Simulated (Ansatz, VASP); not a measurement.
Two plane-wave programs on MoSe

File POSCAR:

```
MoSe
1.0
    0.0000000000      2.7164120783      2.7164120783
    2.7164120783      0.0000000000      2.7164120783
    2.7164120783      2.7164120783      0.0000000000
Mo Se
1 1
Direct
    0.0000000000      0.0000000000      0.0000000000
    0.5000000000      0.5000000000      0.5000000000
```

Contents of INCAR.step1:

```
  PREC = Accurate
  ENCUT = 520
  ISMEAR = 0
  SIGMA = 0.1
  LREAL = F
  LASPH = T
  NELM = 150
  ISPIN = 2
  MAGMOM = 2 0
  LMAXMIX = 4
  LDAU = T
  LDAUTYPE = 2
  LDAUL = 2 -1
  LDAUU = 4.38 0
  LDAUJ = 0 0
  NBANDS = 21
  GGA = PE
  ALGO = Normal
  EDIFF = 1E-4
  LWAVE = T
  LCHARG = F
```

File INCAR.step2:

```
  PREC = Accurate
  ENCUT = 520
  EDIFF = 1E-6
  ISMEAR = 0
  SIGMA = 0.1
  LREAL = F
  LASPH = T
  NELM = 150
  ALGO = Normal
  ISIF = 2
  LWAVE = F
  LCHARG = F
  ISPIN = 2
  MAGMOM = 2 0
  LORBIT = 11
  LMAXMIX = 4
  LDAU = T
  LDAUTYPE = 2
  LDAUL = 2 -1
  LDAUU = 4.38 0
  LDAUJ = 0 0
  LDAUPRINT = 1
  METAGGA = R2SCAN
  LMIXTAU = T
  NBANDS = 21
  ISTART = 1
```

File KPOINTS:

```
regular mesh
0
Gamma
  12 12 12
```

Input for Ansatz:

```yaml
crystal:
  lattice:
    - [0.0, 2.7164120783, 2.7164120783]
    - [2.7164120783, 0.0, 2.7164120783]
    - [2.7164120783, 2.7164120783, 0.0]
  atoms:
    - { symbol: Mo, position: [0.0, 0.0, 0.0], spin: 2.0 }
    - { symbol: Se, position: [0.5, 0.5, 0.5] }
basis:
  ecutwfc: 500
kpoints:
  mp_grid: { grid: [12, 12, 12] }
hamiltonian:
  xc: r2scan
  hubbard: { sites: [{ species: Mo, l: d, u_eff: 4.38 }] }
scf:
  occupations: { method: gaussian, width: 0.1 }
output:
  forces: true
  stress: true
  eigenvalues: true
  populations: true
magnetization:
  spin_polarized: true
```

Alike in both runs: task single point; functional r2SCAN; k mesh 12 × 12 × 12; occupations gaussian, width 0.1 eV; collinear spin; Hubbard terms Mo d U = 4.38 eV.

```csv
,VASP,Ansatz
version,VASP 6.6.1,Ansatz 0.2.0
potentials or method,"VASP PAW PBE potentials, release 64 (Mo_sv, Se), cutoff 520 eV","scalar-relativistic, plane waves, PAW"
valence electrons in the cell,20,30
```

Ansatz gave:

- gap on the k mesh at the Fermi level (eV): none
- pressure (GPa): 15.3
- net moment per atom (μB): 2.00
- size of the moment on the site where the two differ most (μB): 3.21

Task: Which values does VASP return?

Result: gap on the k mesh at the Fermi level (eV): none; pressure (GPa): 12.3; net moment per atom (μB): 1.94; size of the moment on the site where the two differ most (μB): 3.56.

VASP's potentials were made for PBE, not for r2SCAN. Site moments also hang on the region over which each program counts them. The programs project onto different local orbitals, so the same U acts differently, and such runs can settle in different states. A gap of «none» marks a metal or a gap that the smearing closes. VASP's potentials hold 20 valence electrons a cell and Ansatz's 30, so a difference there can come from the potentials and not from the codes. Ansatz's warnings: filled band counts differ across k points, stability check not made.
